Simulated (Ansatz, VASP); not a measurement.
**N in VASP and in Ansatz**

```xyz
8
Lattice="6.8744 0.0000 0.0000 0.0000 6.8744 0.0000 0.0000 0.0000 6.8744" Properties=species:S:1:pos:R:3 pbc="T T T"
N     0.3190    0.3190    0.3190
N     3.1182    6.5554    3.7562
N     3.7562    3.1182    6.5554
N     6.5554    3.7562    3.1182
N     6.5554    6.5554    6.5554
N     3.7562    0.3190    3.1182
N     3.1182    3.7562    0.3190
N     0.3190    3.1182    3.7562
```

Alike in both runs: functional revPBE; k mesh 3 × 3 × 3; occupations fermi-dirac, width 0.05 eV; no spin polarisation.

Ansatz relaxed the structure, and its values are those at the end. VASP's run is a single point on that final structure, the one shown.

|  | VASP | Ansatz |
| --- | --- | --- |
| version | VASP 6.6.1 | Ansatz 0.2.0 |
| potentials or method | VASP PAW PBE potentials, release 64 (N_h), cutoff 910 eV | plane waves (420 eV) with PAW, scalar-relativistic |
| valence electrons in the cell | 40 | 40 |

Ansatz gave:

| Item | Value |
| --- | --- |
| gap on the k mesh at the Fermi level (eV) | 7.94 |
| rms of the force components (eV/Å) | 0.003 |

What did VASP give for the same quantities?

gap on the k mesh at the Fermi level (eV): 7.95; rms of the force components (eV/Å): 0.029.

VASP's potentials were made for PBE, not for revPBE. Ansatz's warnings: xc potential rough in thin density.

Noted on VASP's run: the cutoff is short for stress, so the pressure is rough.
